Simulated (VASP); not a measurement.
# TiTe2 (P-3m1) in VASP: settings compared

TiTe2 is run at these levels: PBEsol+D3(BJ), PBEsol+D4, revPBE; tasks: relaxation of cell and atoms.

Program: VASP 6.6.1. These are calculated values, not measurements. Logs are shortened: lines on timing, memory, paths and dates and some standing lists are left out, and cuts for length are marked.

### 1 The cell of the first run

Symmetry: P-3m1, No. 164, trigonal system. The conventional cell has a = 3.777 Å, b = 3.777 Å, c = 6.498 Å, α = 90.00°, β = 90.00°, γ = 120.00°. Within 3.8 Å of Te (site symmetry 3m) lie 3 Ti at 2.77 Å and 9 Te at 3.78 Å. Within 3.8 Å of Ti (site symmetry -3m) lie 6 Te at 2.77 Å and 6 Ti at 3.78 Å.

### 2 Relaxation of cell and atoms, PBEsol+D3(BJ)

Contents of INCAR:

```
PREC     = Accurate       # precision mode
ENCUT    = 600            # plane-wave cutoff, eV
EDIFF    = 1E-7           # SCF threshold, eV
ISMEAR   = -1             # smearing method
SIGMA    = 0.05           # smearing width, eV
LREAL    = False          # projectors in reciprocal space
LASPH    = True           # aspherical terms in the spheres
NELM     = 60             # most SCF steps
ALGO     = Normal         # electronic algorithm
ISIF     = 3              # what is computed and relaxed
LWAVE    = False          # write WAVECAR
LCHARG   = False          # write CHGCAR
GGA      = PS             # functional
IVDW     = 12             # dispersion correction
IBRION   = 2              # ionic algorithm
NSW      = 60             # ionic steps
EDIFFG   = -0.01          # ionic threshold
```

Contents of KPOINTS:

```
Automatic mesh
0
Gamma
  8 8 4
```

Contents of POSCAR:

```
TiTe2
1.0
    3.7770000000      0.0000000000      0.0000000000
   -1.8885000000      3.2709779501      0.0000000000
    0.0000000000      0.0000000000      6.4980000000
Te Ti
2 1
Direct
    0.3333333333      0.6666666667      0.7372000000
    0.6666666667      0.3333333333      0.2628000000
    0.0000000000      0.0000000000      0.0000000000
```

Potentials or basis: VASP PAW PBE potentials, release 64 (Te, Ti_sv).

On the command line:

```console
$ cat potpaw_PBE.64/Te/POTCAR potpaw_PBE.64/Ti_sv/POTCAR > POTCAR
$ mpirun -np 1 vasp_std > vasp.out
```

OUTCAR:

```text
PREC = Accurate
   ENCUT = 600
   EDIFF = 1E-7
   ISMEAR = -1
   LREAL = False
   LASPH = True
   NELM = 60
   ISIF = 3
   GGA = PS
   IVDW = 12
   IBRION = 2
   NSW = 60
   EDIFFG = -0.01
 IVDW          = 12

 ion  position               nearest neighbor table
   1  0.333  0.667  0.737-   3 2.77   3 2.77   3 2.77
   2  0.667  0.333  0.263-   3 2.77   3 2.77   3 2.77
   3  0.000  0.000  0.000-   1 2.77   2 2.77   2 2.77   1 2.77   2 2.77   1 2.77

  LATTYP: Found a hexagonal cell.
 ALAT       =     3.7770000000
 C/A-ratio  =     1.7204130262

  Lattice vectors:

 A1 = (   3.7770000000,   0.0000000000,   0.0000000000)
 A2 = (  -1.8885000000,   3.2709779501,   0.0000000000)
 A3 = (   0.0000000000,   0.0000000000,   6.4980000000)

Analysis of symmetry for initial positions (statically):
=====================================================================
 Subroutine PRICEL returns:
 Original cell was already a primitive cell.

 Routine SETGRP: Setting up the symmetry group for a
 hexagonal supercell.

 Subroutine GETGRP returns: Found 12 space group operations
 (whereof 12 operations were pure point group operations)
 out of a pool of 24 trial point group operations.

The static configuration has the point symmetry D_3d.

Analysis of symmetry for dynamics (positions and initial velocities):
=====================================================================
 Subroutine PRICEL returns:
 Original cell was already a primitive cell.

 Routine SETGRP: Setting up the symmetry group for a
 hexagonal supercell.

 Subroutine GETGRP returns: Found 12 space group operations
 (whereof 12 operations were pure point group operations)
 out of a pool of 24 trial point group operations.

The dynamic configuration has the point symmetry D_3d.

 Subroutine INISYM returns: Found 12 space group operations
 (whereof 12 operations are pure point group operations),
 and found     1 'primitive' translations

----------------------------------------------------------------------------------------

                                     Primitive cell

  volume of cell :      80.2794

  direct lattice vectors                    reciprocal lattice vectors
     3.777000000  0.000000000  0.000000000     0.264760392  0.152859484  0.000000000
    -1.888500000  3.270977950  0.000000000     0.000000000  0.305718967  0.000000000
     0.000000000  0.000000000  6.498000000     0.000000000  0.000000000  0.153893506

  length of vectors
     3.777000000  3.777000000  6.498000000     0.305718967  0.305718967  0.153893506

  position of ions in fractional coordinates (direct lattice)
     0.333333333  0.666666667  0.737200000
     0.666666667  0.333333333  0.262800000
     0.000000000  0.000000000  0.000000000

  ion indices of the primitive-cell ions
   primitive index   ion index
                 1           1
                 2           2
                 3           3

----------------------------------------------------------------------------------------

 KPOINTS: Automatic mesh

Automatic generation of k-mesh.
 Grid dimensions read from file:
 generate k-points for:    8    8    4

 Generating k-lattice:

  Cartesian coordinates                     Fractional coordinates (reciprocal lattice)
     0.033095049  0.019107435  0.000000000     0.125000000 -0.000000000  0.000000000
     0.000000000  0.038214871  0.000000000     0.000000000  0.125000000  0.000000000
     0.000000000  0.000000000  0.038473376     0.000000000  0.000000000  0.250000000

  Length of vectors
     0.038214871  0.038214871  0.038473376

  Shift w.r.t. Gamma in fractional coordinates (k-lattice)
     0.000000000  0.000000000  0.000000000

 Subroutine IBZKPT returns following result:
 ===========================================

 Found     35 irreducible k-points:

 Following reciprocal coordinates:
            Coordinates               Weight
  0.000000  0.000000  0.000000      1.000000
  0.125000  0.000000  0.000000      6.000000
  0.250000  0.000000  0.000000      6.000000
  0.375000  0.000000  0.000000      6.000000
  0.500000  0.000000  0.000000      3.000000
  0.125000  0.125000  0.000000      6.000000
[... 16 lines left out ...]
 -0.125000  0.500000  0.250000     12.000000
  0.250000  0.250000  0.250000     12.000000
 [... further k-points ...]
   k-points           NKPTS =     35   k-points in BZ     NKDIM =     35   number of bands    NBANDS=     16
   number of dos      NEDOS =    301   number of ions     NIONS =      3
   total plane-waves  NPLWV =  48600
   dimension x,y,z NGX =    30 NGY =   30 NGZ =   54
   dimension x,y,z NGXF=    60 NGYF=   60 NGZF=  108
   ions per type =               2   1
   NGX,Y,Z   is equivalent  to a cutoff of  13.20, 13.20, 13.82 a.u.
   NGXF,Y,Z  is equivalent  to a cutoff of  26.41, 26.41, 27.63 a.u.
 SYSTEM =  unknown system
   PREC   = accura    normal or accurate (medium, high low for compatibility)
   ISTART =      0    job   : 0-new  1-cont  2-samecut
   ICHARG =      2    charge: 1-file 2-atom 10-const
   ISPIN  =      1    spin polarized calculation?
   LNONCOLLINEAR =      F non collinear calculations
   LSORBIT =      F    spin-orbit coupling
   LASPH  =      T    aspherical Exc in radial PAW
   ENCUT  =  600.0 eV  44.10 Ry    6.64 a.u.   7.54  7.54 12.98*2*pi/ulx,y,z
   NELM   =     60;   NELMIN=  2; NELMDL= -5     # of ELM steps
   EDIFF  = 0.1E-06   stopping-criterion for ELM
   LREAL  =      F    real-space projection
   EDIFFG = -.1E-01   stopping-criterion for IOM
   NSW    =     60    number of steps for IOM
   IBRION =      2    ionic relax: 0-MD 1-quasi-New 2-CG
   NFREE  =      1    steps in history (QN), initial steepest desc. (CG)
   ISIF   =      3    stress and relaxation
   ISYM   =      2    0-nonsym 1-usesym 2-fastsym
   POTIM  = 0.5000    time-step for ionic-motion
   TEBEG  =    0.0;   TEEND  =   0.0 temperature during run
   PSTRESS=    0.0 pullay stress
   NELECT =      24.0000    total number of electrons
   NUPDOWN=      -1.0000    fix difference up-down
   EMIN   =  10.00;   EMAX   =-10.00  energy-range for DOS
   EFERMI =   0.00;   METHOD = LEGACY
   ISMEAR =    -1;   SIGMA  =   0.05  broadening in eV -4-tet -1-fermi 0-gaus
   EFERMI_NEDOS =   21; number of points for ismear=-14 and -15
   IALGO  =     38    algorithm
   IMIX   =      4    mixing-type and parameters
     AMIX     =   0.40;   BMIX     =  1.00
     AMIX_MAG =   1.60;   BMIX_MAG =  1.00
  volume/ion in A,a.u.               =      26.76       180.58
  Fermi-wavevector in a.u.,A,eV,Ry     =   1.094655  2.068597 16.303438  1.198269
  Thomas-Fermi vector in A             =   2.230964
   LORBIT       =      0    0 simple, 1 ext, 2 COOP (PROOUT), +10 PAW based schemes
   GGA     = PS    functional components
   LHFCALC =     F    Hartree Fock is set to
   AEXX    =    0.0000 exact exchange contribution
   IVDW    =    12    specifies the selected vdW correction
   LEPSILON=     F    determine dielectric tensor
   LRPA    =     F    only Hartree local field effects (RPA)
 conjugate gradient relaxation of ions
 non-spin polarized calculation
  energy-cutoff  :      600.00
  volume of cell :       80.28
 maximum number of plane-waves:      2714
   NGX = 15   NGY = 15   NGZ = 25

--------------------------------------- Ionic step        1  -------------------------------------------

 number of electron      24.0000002 magnetization

 Free energy of the ion-electron system (eV)
  ---------------------------------------------------
  ext. energy  EPLUGINS =         0.00000000
  ---------------------------------------------------
  free energy    TOTEN  =       -17.52321306 eV

  energy without entropy =      -17.51147671  energy(sigma->0) =      -17.51734489

------------------------ aborting loop because EDIFF is reached ----------------------------------------

 Edisp (eV)   -1.40451

 E8    (eV) :    -0.9608

  FORCE on cell =-STRESS in cart. coord.  units (eV):
  Direction    XX          YY          ZZ          XY          YZ          ZX
  --------------------------------------------------------------------------------------
  -------------------------------------------------------------------------------------
  Total      -2.65755    -2.65755    -2.35512     0.00000    -0.00000     0.00000
  in kB     -53.03803   -53.03803   -47.00240     0.00000    -0.00000     0.00000
  external pressure =      -51.03 kB  Pullay stress =        0.00 kB
[... 100 lines left out ...]
  FREE ENERGIE OF THE ION-ELECTRON SYSTEM (eV)
  ---------------------------------------------------
  free  energy   TOTEN  =       -19.0296223174 eV

  energy  without entropy=      -19.0181594684  energy(sigma->0) =      -19.02389089

[... ionic steps 4 to 8 ...]

--------------------------------------- Ionic step        9  -------------------------------------------

 number of electron      23.9999999 magnetization

------------------------ aborting loop because EDIFF is reached ----------------------------------------

 Edisp (eV)   -1.60578

 E8    (eV) :    -1.0993
[... 71 lines left out ...]
  energy  without entropy=      -19.0859841545  energy(sigma->0) =      -19.09117344

--------------------------------------- Ionic step       11  -------------------------------------------

 number of electron      23.9999999 magnetization

 Free energy of the ion-electron system (eV)
  ---------------------------------------------------
  ext. energy  EPLUGINS =         0.00000000
  ---------------------------------------------------
  free energy    TOTEN  =       -17.49119226 eV

  energy without entropy =      -17.48079102  energy(sigma->0) =      -17.48599164

 E-fermi :   8.3241     XC(G=0): -10.6403

 val. band max:        8.3189213434   @ k =   0.3750   0.0000   0.0000
 cond. band min:       8.4008346313   @ k =   0.1250   0.0000   0.0000
 fundamental gap:      0.0819132879
 Fermi energy:         8.3241053962

 k-point     1 :       0.0000    0.0000    0.0000
  band No.  band energies     occupation
      1     -48.6482      2.00000
      2     -25.0195      2.00000
      3     -25.0195      2.00000
      4     -25.0109      2.00000
      5      -4.8861      2.00000
      6      -2.8387      2.00000
[... 8 lines left out ...]
     15       9.8396      0.00000
     16      11.5259      0.00000
[... 420 lines left out ...]
  band No.  band energies     occupation
      1     -48.6425      2.00000
      2     -25.0756      2.00000
      3     -25.0488      2.00000
      4     -24.9940      2.00000
      5      -2.7962      2.00000
      6      -2.1960      2.00000
[... 8 lines left out ...]
     15       9.9829      0.00000
     16      10.6139      0.00000

 [... further k-points ...]

------------------------ aborting loop because EDIFF is reached ----------------------------------------

 Edisp (eV)   -1.60518

 E8    (eV) :    -1.0989

  FORCE on cell =-STRESS in cart. coord.  units (eV):
  Direction    XX          YY          ZZ          XY          YZ          ZX
  --------------------------------------------------------------------------------------
  -------------------------------------------------------------------------------------
  Total       0.00191     0.00191    -0.01097     0.00000     0.00000    -0.00000
  in kB       0.04331     0.04331    -0.24880     0.00000     0.00000    -0.00000
  external pressure =       -0.05 kB  Pullay stress =        0.00 kB
[... 18 lines left out ...]
  FREE ENERGIE OF THE ION-ELECTRON SYSTEM (eV)
  ---------------------------------------------------
  free  energy   TOTEN  =       -19.0963758678 eV

  energy  without entropy=      -19.0859746309  energy(sigma->0) =      -19.09117525

 reached required accuracy - stopping structural energy minimisation
```

Wall time 8.8 min (1 thread of Intel Xeon Platinum 8259CL at 2.50GHz (Skylake/Cascade Lake), shared host); peak memory 0.27 GiB.

Results:

* Free energy: -19.0964 eV
* Relaxed volume: 23.54 Å³/atom
* Relaxed cell: a = 3.627 Å, b = 3.627 Å, c = 6.199 Å, α = 90.00°, β = 90.00°, γ = 120.00°
* Space group after relaxing (to 0.1 Å): P-3m1 (No. 164)
* Energy gained by relaxing: 56.2 meV/atom
* Ionic steps: 11
* Pressure after relaxing: 0.0 GPa
* Largest force after relaxing: 0.005 eV/Å
* Band gap on the k mesh: zero (bands 12 and 13 overlap by 0.80 eV)
* Dispersion energy per atom: -0.535 eV

Forces on the atoms (eV/Å):
```
Te   0.000  0.000  0.005
Te   0.000  0.000 -0.005
Ti   0.000  0.000  0.000
```

The path:
| step | energy change (eV) | largest force (eV/Å) | pressure (GPa) | volume (Å³) |
| --- | --- | --- | --- | --- |
| 1 | 0.0000 | 0.0952 | -5.10 | 80.28 |
| 2 | -0.0568 | 1.1503 | 4.10 | 70.78 |
| 3 | -0.1019 | 0.6198 | -0.09 | 74.35 |
| 4 | -0.1330 | 0.4534 | -0.04 | 73.18 |
| 5 | -0.1574 | 0.0922 | 0.19 | 70.98 |
| 6 | -0.1651 | 0.0042 | -0.28 | 71.06 |
| 7 | -0.1672 | 0.0833 | -0.62 | 71.12 |
| 8 | -0.1649 | 0.1007 | 1.02 | 69.77 |
| 9 | -0.1686 | 0.0118 | 0.00 | 70.59 |
| 10 | -0.1686 | 0.0133 | -0.02 | 70.60 |
| 11 | -0.1687 | 0.0055 | -0.01 | 70.62 |

Final structure:
```yaml
crystal:
  lattice:
    - [3.62680, 0.00000, 0.00000]
    - [-1.81340, 3.14090, 0.00000]
    - [0.00000, 0.00000, 6.19924]
  atoms:
    - { symbol: Te, position: [0.33333, 0.66667, 0.72161] }
    - { symbol: Te, position: [0.66667, 0.33333, 0.27839] }
    - { symbol: Ti, position: [0.00000, 0.00000, 0.00000] }
```

Caveat: the PAW data sets were made with another functional, which shifts forces and pressure a little; spin-orbit coupling is left out, which moves the levels of the heavy elements.

[end of part 1 of 2]

The gap in the log of VASP goes by the Fermi energy; the results here count the filled bands.